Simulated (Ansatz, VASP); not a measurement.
# RbBr: VASP beside Ansatz

```
CELL_PARAMETERS angstrom
8.15849 0.00000 0.00000
-4.07924 7.06546 0.00000
0.00000 0.00000 4.92267
ATOMIC_POSITIONS crystal
Rb 0.50000 0.00000 0.00000
Rb 0.50000 0.50000 0.00000
Rb 0.00000 0.50000 0.00000
Br 0.00000 0.00000 0.00000
Br 0.33333 0.66667 0.50000
Br 0.66667 0.33333 0.50000
```

Alike in both runs: functional PBE; k mesh 3 × 3 × 6; occupations gaussian, width 0.02 eV; no spin polarisation.

Ansatz relaxed the structure, and its values are those at the end. VASP's run is a single point on that final structure, the one shown.

|  | VASP | Ansatz |
| --- | --- | --- |
| version | VASP 6.6.1 | Ansatz 0.2.0 |
| potentials or method | VASP PAW PBE potentials, release 64 (Rb_sv, Br), cutoff 520 eV | scalar-relativistic, plane waves, PAW |
| valence electrons in the cell | 48 | 48 |

|  | VASP | Ansatz | Ansatz less VASP |
| --- | --- | --- | --- |
| gap on the k mesh at the Fermi level (eV) | 2.62 | 2.62 | -0.001 |
| least direct gap on the mesh (eV) | 2.62 | 2.62 | -0.001 |
| pressure (GPa) | 0.0 | 0.0 | -0.02 |
